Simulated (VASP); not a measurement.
**Rb: single point with PBEsol**

Crystal: Rb.

```
Rb
1.0
     0.00000    3.52618    3.52618
     3.52618    0.00000    3.52618
     3.52618    3.52618    0.00000
Rb
1
Direct
  0.00000 0.00000 0.00000
```

This cell differs from its parent crystal: K replaced by Rb, lengths x 1.050, strained.

```
Program             : VASP 6.6.1
Task                : single point
Functional          : PBEsol
Potentials or basis : VASP PAW PBE potentials, release 64 (Rb_sv)
Cutoff              : 520 eV
k mesh              : 10 × 10 × 10
Occupations         : gaussian, width 0.1 eV
Spin                : no spin polarisation
```

- Pressure: 0.0 GPa
- Band gap on the k mesh: zero (an odd number of electrons rules out a gap without spin polarisation)

Levels at points of the mesh, in eV from the Fermi level:
| k point | band 1 | band 2 | band 3 | band 4 | band 5 | band 6 | band 7 | band 8 | band 9 | band 10 |
| --- | --- | --- | --- | --- | --- | --- | --- | --- | --- | --- |
| (0.00, 0.00, 0.00) | -28.80 | -12.84 | -12.84 | -12.84 | -1.99 | 3.66 | 3.66 | 3.66 | 5.04 | 5.04 |
| (0.50, 0.00, 0.00) | -28.79 | -12.95 | -12.86 | -12.86 | 0.16 | 0.71 | 3.45 | 3.45 | 5.76 | 5.84 |
| (0.50, 0.50, 0.00) | -28.79 | -12.95 | -12.88 | -12.88 | 0.65 | 1.48 | 1.84 | 4.63 | 4.63 | 5.12 |

It took 21 s on 1 thread of AMD EPYC 9R45 96-Core Processor (Zen 5), on a shared host, peak memory 0.21 GiB.

Caveat: the cell differs from its parent crystal (K replaced by Rb, lengths x 1.050, strained); the PAW data sets were made with another functional, which shifts forces and pressure a little.
